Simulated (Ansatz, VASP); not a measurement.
## Bi, level by level in two programs

```
Bi
1.0
    -2.02029    2.02029    2.02029
     2.02029   -2.02029    2.02029
     2.02029    2.02029   -2.02029
Bi
1
Direct
  0.00000 0.00000 0.00000
```

Single points on this cell with VASP 6.6.1 and Ansatz 0.2.0. Each row is one pair of runs. Alike in all rows: spin: off; smearing: fermi-dirac, width 0.05 eV; VASP's potentials, cutoff: VASP PAW PBE potentials, release 64 (Bi_d), 520 eV; Ansatz's potentials, cutoff: Ansatz PAW, 420 eV.

| level | k mesh | gap on the k mesh at the Fermi level (eV), VASP | gap on the k mesh at the Fermi level (eV), Ansatz | pressure (GPa), VASP | pressure (GPa), Ansatz |
| --- | --- | --- | --- | --- | --- |
| BHLYP | 5 × 5 × 5 | ? | none | ? | -1.8 |
| HSE06 | 6 × 6 × 6 | none | none | -3.8 | -3.7 |
| PBE0 | 6 × 6 × 6 | none | none | -3.7 | -3.6 |

Fill in what VASP gave in row 1.

gap on the k mesh at the Fermi level (eV): none; pressure (GPa): -2.0.

A gap of «none» marks a metal or a gap that the smearing closes.

The k mesh is coarse, so the values compare programs but aren't converged. Neither program's run includes spin-orbit coupling.
